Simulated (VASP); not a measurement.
# HfC in VASP: further runs

HfC is run at these levels: LDA; tasks: single point.

Program: VASP 6.6.1. These are calculated values, not measurements. Logs are shortened: lines on timing, memory, paths and dates and some standing lists are left out, and cuts for length are marked.

## (1) The cell of the first run

Symmetry: I4/mmm, No. 139, tetragonal system. Conventional cell: a = 3.288 Å, b = 3.288 Å, c = 4.697 Å, α = 90.00°, β = 90.00°, γ = 90.00°. Within 3.1 Å of Hf (site symmetry 4/mmm) lie 6 C at 2.33 to 2.35 Å. Within 3.1 Å of C (site symmetry 4/mmm) lie 6 Hf at 2.33 to 2.35 Å.

## (2) Single point, LDA (zz strain of +1 %)

INCAR reads:

```
SYSTEM = HfC
PREC     = Accurate       ! precision mode
ENCUT    = 520            ! plane-wave cutoff, eV
EDIFF    = 1E-6           ! SCF threshold, eV
ISMEAR   = -1             ! smearing method
SIGMA    = 0.05           ! smearing width, eV
LREAL    = .FALSE.        ! projectors in reciprocal space
LASPH    = .TRUE.         ! aspherical terms in the spheres
NELM     = 80             ! most SCF steps
ALGO     = Normal         ! electronic algorithm
ISIF     = 2              ! what is computed and relaxed
LWAVE    = .FALSE.        ! write WAVECAR
LCHARG   = .FALSE.        ! write CHGCAR
NBANDS   = 14             ! bands
```

KPOINTS reads:

```
regular mesh
0
G
  12 12 12
  0 0 0
```

POSCAR reads:

```
HfC
1.0
    0.0000000000      2.3250000000      2.3482500000
    2.3250000000      0.0000000000      2.3482500000
    2.3250000000      2.3250000000      0.0000000000
Hf C
1 1
Direct
    0.5000000000      0.5000000000      0.5000000000
    0.0000000000      0.0000000000      0.0000000000
```

Potentials or basis: VASP PAW LDA potentials, release 64 (Hf_pv, C).

Started as:

```console
$ cat potpaw_LDA.64/Hf_pv/POTCAR potpaw_LDA.64/C/POTCAR > POTCAR
$ mpirun -np 1 vasp_std > vasp.out
```

OUTCAR:

```text
SYSTEM = HfC
   PREC = Accurate
   ENCUT = 520
   EDIFF = 1E-6
   ISMEAR = -1
   LREAL = .FALSE.
   LASPH = .TRUE.
   NELM = 80
   ISIF = 2

 ion  position               nearest neighbor table
   1  0.500  0.500  0.500-   2 2.33   2 2.33   2 2.33   2 2.33   2 2.35   2 2.35
   2  0.000  0.000  0.000-   1 2.33   1 2.33   1 2.33   1 2.33   1 2.35   1 2.35

  LATTYP: Found a body centered tetragonal cell.
 ALAT       =     3.2880465325
 C/A-ratio  =     1.4283556980

  Lattice vectors:

 A1 = (  -2.3250000000,   0.0000000000,   2.3482500000)
 A2 = (   2.3250000000,   0.0000000000,   2.3482500000)
 A3 = (   0.0000000000,   2.3250000000,  -2.3482500000)

Analysis of symmetry for initial positions (statically):
=====================================================================
 Subroutine PRICEL returns:
 Original cell was already a primitive cell.

 Routine SETGRP: Setting up the symmetry group for a
 body centered tetragonal supercell.

 Subroutine GETGRP returns: Found 16 space group operations
 (whereof 16 operations were pure point group operations)
 out of a pool of 16 trial point group operations.

The static configuration has the point symmetry D_4h.

Analysis of symmetry for dynamics (positions and initial velocities):
=====================================================================
 Subroutine PRICEL returns:
 Original cell was already a primitive cell.

 Routine SETGRP: Setting up the symmetry group for a
 body centered tetragonal supercell.

 Subroutine GETGRP returns: Found 16 space group operations
 (whereof 16 operations were pure point group operations)
 out of a pool of 16 trial point group operations.

The dynamic configuration has the point symmetry D_4h.

 Subroutine INISYM returns: Found 16 space group operations
 (whereof 16 operations are pure point group operations),
 and found     1 'primitive' translations

----------------------------------------------------------------------------------------

                                     Primitive cell

  volume of cell :      25.3875

  direct lattice vectors                    reciprocal lattice vectors
     0.000000000  2.325000000  2.348250000    -0.215053763  0.215053763  0.212924518
     2.325000000  0.000000000  2.348250000     0.215053763 -0.215053763  0.212924518
     2.325000000  2.325000000  0.000000000     0.215053763  0.215053763 -0.212924518

  length of vectors
     3.304527661  3.304527661  3.288046533     0.371258795  0.371258795  0.371258795

  position of ions in fractional coordinates (direct lattice)
[... 90 lines left out ...]
   NELECT =      14.0000    total number of electrons
   NUPDOWN=      -1.0000    fix difference up-down
   EMIN   =  10.00;   EMAX   =-10.00  energy-range for DOS
   EFERMI =   0.00;   METHOD = LEGACY
   ISMEAR =    -1;   SIGMA  =   0.05  broadening in eV -4-tet -1-fermi 0-gaus
   EFERMI_NEDOS =   21; number of points for ismear=-14 and -15
   IALGO  =     38    algorithm
   IMIX   =      4    mixing-type and parameters
     AMIX     =   0.40;   BMIX     =  1.00
     AMIX_MAG =   1.60;   BMIX_MAG =  1.00
  volume/ion in A,a.u.               =      12.69        85.66
  Fermi-wavevector in a.u.,A,eV,Ry     =   1.342489  2.536937 24.521466  1.802277
  Thomas-Fermi vector in A             =   2.470639
   LORBIT       =      0    0 simple, 1 ext, 2 COOP (PROOUT), +10 PAW based schemes
   GGA     = CA    functional components
   LHFCALC =     F    Hartree Fock is set to
   AEXX    =    0.0000 exact exchange contribution
   IVDW    =     0    specifies the selected vdW correction
   LEPSILON=     F    determine dielectric tensor
   LRPA    =     F    only Hartree local field effects (RPA)
 non-spin polarized calculation
  energy-cutoff  :      520.00
  volume of cell :       25.39
 maximum number of plane-waves:       700
 NGX is ok and might be reduce to    28
   NGX = 13   NGY = 13   NGZ = 13

 number of electron      14.0000000 magnetization

 Free energy of the ion-electron system (eV)
  ---------------------------------------------------
  ext. energy  EPLUGINS =         0.00000000
  ---------------------------------------------------
  free energy    TOTEN  =       -22.83038899 eV

  energy without entropy =      -22.82803941  energy(sigma->0) =      -22.82921420

 E-fermi :   5.7871     XC(G=0): -12.4398

 val. band max:        5.7500346542   @ k =   0.5000   0.5000   0.0000
 cond. band min:       5.8218844684   @ k =   0.4167  -0.0000   0.3333
 fundamental gap:      0.0718498142
 Fermi energy:         5.7871422087

 k-point     1 :       0.0000    0.0000    0.0000
  band No.  band energies     occupation
      1     -23.6879      2.00000
      2     -23.6751      2.00000
      3     -23.6751      2.00000
      4      -6.3243      2.00000
      5       6.7578      0.00000
      6       6.8065      0.00000
      7       6.8065      0.00000
      8       6.9979      0.00000
      9       7.1008      0.00000
     10       7.1008      0.00000
     11       8.9852      0.00000
     12       9.1257      0.00000
     13      12.6123      0.00000
     14      16.7862      0.00000
[... 377 lines left out ...]
      1     -24.2794      2.00000
      2     -23.8770      2.00000
      3     -23.7625      2.00000
      4      -2.9372      2.00000
      5       0.3874      2.00000
      6       2.9845      2.00000
      7       3.1063      2.00000
      8       9.9476      0.00000
      9      10.6272      0.00000
     10      10.8864      0.00000
     11      14.1896      0.00000
     12      15.6463      0.00000
     13      16.6044      0.00000
     14      18.5382      0.00000

 [... further k-points ...]

------------------------ aborting loop because EDIFF is reached ----------------------------------------

  FORCE on cell =-STRESS in cart. coord.  units (eV):
  Direction    XX          YY          ZZ          XY          YZ          ZX
  --------------------------------------------------------------------------------------
  -------------------------------------------------------------------------------------
  Total       -1.9757168     -1.9757168     -2.5439793      0.0000000     -0.0000000     -0.0000000
  in kB     -124.6852384   -124.6852384   -160.5476369      0.0000000     -0.0000000     -0.0000000
  external PRESSURE =    -136.6393712 kB  Pullay stress =       0.0000000 kB

 VOLUME and BASIS-vectors are now :
 -----------------------------------------------------------------------------
  energy-cutoff  :      520.00
  volume of cell :       25.39
      direct lattice vectors                 reciprocal lattice vectors
     0.000000000  2.325000000  2.348250000    -0.215053763  0.215053763  0.212924518
     2.325000000  0.000000000  2.348250000     0.215053763 -0.215053763  0.212924518
     2.325000000  2.325000000  0.000000000     0.215053763  0.215053763 -0.212924518

 POSITION                                       TOTAL-FORCE (eV/Angst)
 -----------------------------------------------------------------------------------
      2.32500      2.32500      2.34825         0.000000      0.000000      0.000000
      0.00000      0.00000      0.00000        -0.000000     -0.000000      0.000000
 -----------------------------------------------------------------------------------
    total drift:                                0.000000      0.000000      0.000000

  FREE ENERGIE OF THE ION-ELECTRON SYSTEM (eV)
  ---------------------------------------------------
  free  energy   TOTEN  =       -22.8303889940 eV

  energy  without entropy=      -22.8280394117  energy(sigma->0) =      -22.82921420
```

OSZICAR:

```text
N       E                     dE             d eps       ncg     rms          rms(c)
DAV:   1     0.206929343754E+02    0.20693E+02   -0.77111E+03  4572   0.976E+02
DAV:   2    -0.244720222795E+02   -0.45165E+02   -0.42368E+02  5932   0.200E+02
DAV:   3    -0.260162829081E+02   -0.15443E+01   -0.15390E+01  5440   0.266E+01
DAV:   4    -0.260235734942E+02   -0.72906E-02   -0.72901E-02  5442   0.226E+00
DAV:   5    -0.260236217545E+02   -0.48260E-04   -0.48260E-04  5498   0.165E-01    0.570E+01
DAV:   6    -0.229539390702E+02    0.30697E+01   -0.12591E+01  5140   0.183E+01    0.409E+01
DAV:   7    -0.228569444975E+02    0.96995E-01   -0.64940E-01  5800   0.534E+00    0.253E+01
DAV:   8    -0.228402323907E+02    0.16712E-01   -0.11802E-01  5656   0.231E+00    0.696E+00
DAV:   9    -0.228308118430E+02    0.94205E-02   -0.34139E-02  5104   0.992E-01    0.212E+00
DAV:  10    -0.228303949891E+02    0.41685E-03   -0.17865E-03  5734   0.306E-01    0.868E-02
DAV:  11    -0.228303893104E+02    0.56787E-05   -0.97524E-05  5326   0.790E-02    0.586E-02
DAV:  12    -0.228303889940E+02    0.31632E-06   -0.19620E-06  5448   0.113E-02
   1 F= -.22830389E+02 E0= -.22829214E+02  d E =-.234958E-02
```

stdout:

```text
POSCAR found type information on POSCAR HfC
 POSCAR found :  2 types and       2 ions
 scaLAPACK will be used
 LDA part: xc-table for (Slater(with rela. corr.)+CA(PZ))
 , standard interpolation
 POSCAR, INCAR and KPOINTS ok, starting setup
 FFT: planning ... GRIDC
 FFT: planning ... GRID_SOFT
 FFT: planning ... GRID
 WAVECAR not read
 entering main loop
```

It took 44 s on 1 thread of AMD EPYC 7R13 (Zen 3), shared host; peak memory 0.15 GiB.

What came out:

- Free energy: -22.8304 eV
- Pressure: -13.7 GPa
- Band gap on the k mesh: zero (band 7 reaches 6.81 eV, above the bottom of band 8 at 5.35 eV)

Levels at points of the mesh, in eV from the Fermi level:
```tsv
k point	band 5	band 6	band 7	band 8	band 9	band 10
(0.00, 0.00, 0.00)	0.97	1.02	1.02	1.21	1.31	1.31
(0.50, 0.00, 0.00)	-6.10	-2.98	-2.96	5.09	5.17	5.62
(0.50, 0.50, 0.00)	-2.59	-1.80	-0.04	-0.04	5.16	6.52
(0.50, 0.00, 0.50)	-2.49	-1.82	-0.11	-0.08	5.16	6.46
```

Caveat: the cell differs from its parent crystal (zz strain of +1 %); spin-orbit coupling is left out, which moves the levels of the heavy elements.

(Part 1 of 2 ends here.)
